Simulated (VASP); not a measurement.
NaCaF3: single point with PBE

Crystal: NaCaF3.

```
CELL_PARAMETERS angstrom
4.38542 0.00000 0.00000
0.00000 4.38542 0.00000
0.00000 0.00000 4.38542
ATOMIC_POSITIONS crystal
Na 0.00000 0.00000 0.00000
Ca 0.50000 0.50000 0.50000
F 0.50000 0.50000 0.00000
F 0.50000 0.00000 0.50000
F 0.00000 0.50000 0.50000
```

```json
{"Program": "VASP 6.6.1", "Task": "single point", "Functional": "PBE", "Potentials or basis": "VASP PAW PBE potentials, release 64 (Na_sv, Ca_sv, F)", "Cutoff": "970 eV", "k mesh": "6 × 6 × 6", "Occupations": "gaussian, width 0.01 eV", "Spin": "no spin polarisation"}
```

The pressure is 1.8 GPa. The band gap on the k mesh is 5.09 eV (least direct gap 5.24 eV).

Levels at points of the mesh, in eV from the valence-band top:
| k point | band 17 | band 18 | band 19 | band 20 | band 21 | band 22 | band 23 | band 24 |
| --- | --- | --- | --- | --- | --- | --- | --- | --- |
| (0.00, 0.00, 0.00) | -0.41 | -0.15 | -0.15 | -0.15 | 5.09 | 9.46 | 9.46 | 9.46 |
| (0.50, 0.00, 0.00) | -0.72 | -0.52 | -0.20 | -0.20 | 7.17 | 8.06 | 9.60 | 9.87 |
| (0.50, 0.50, 0.00) | -0.70 | -0.70 | -0.39 | -0.01 | 8.19 | 9.54 | 9.54 | 10.13 |
| (0.50, 0.50, 0.50) | -1.38 | 0.00 | 0.00 | 0.00 | 8.46 | 9.99 | 9.99 | 9.99 |

Run time: 110 s on 1 thread of Intel(R) Xeon(R) Platinum 8259CL CPU @ 2.50GHz (Skylake/Cascade Lake), on a shared host, peak memory 0.39 GiB.

A k mesh can miss the band edges.
